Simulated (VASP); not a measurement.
The system is Co.

```
Co
1.0
    -1.41457    1.39291    1.39216
     1.44298   -1.37513    1.40278
     1.41127    1.37182   -1.37438
Co
1
Direct
  0.00000 0.00000 0.00000
```

Base run:

```yaml
Program: VASP 6.6.1
Functional: PBE
Potentials_or_basis: VASP PAW PBE potentials, release 64 (Co_sv)
Cutoff: 690 eV
k_mesh: 11 × 11 × 11
Occupations: fermi-dirac, width 0.05 eV
Spin: collinear spin, ferromagnetic start
Starting_moments: "[1.0] μB"
Fixed_moment: 1 μB
```

Its results: pressure -8.1 GPa; site moments Co +1.06 μB.

Task: After a change of settings the same cell gave: pressure -3.9 GPa; site moments Co +1.57 μB. Which change was it?
A. fixed moment from 1 μB to 1.5 μB; moments at the start from [1.0] to [1.5]
B. fixed moment from 1 μB to 3 μB; moments at the start from [1.0] to [3.0]
C. fixed moment from 1 μB to 2 μB; moments at the start from [1.0] to [2.0]

Result: A.

Caveats: the cell stands under tension; the total moment is fixed, so each spin has its own Fermi level and the state may be an excited one.
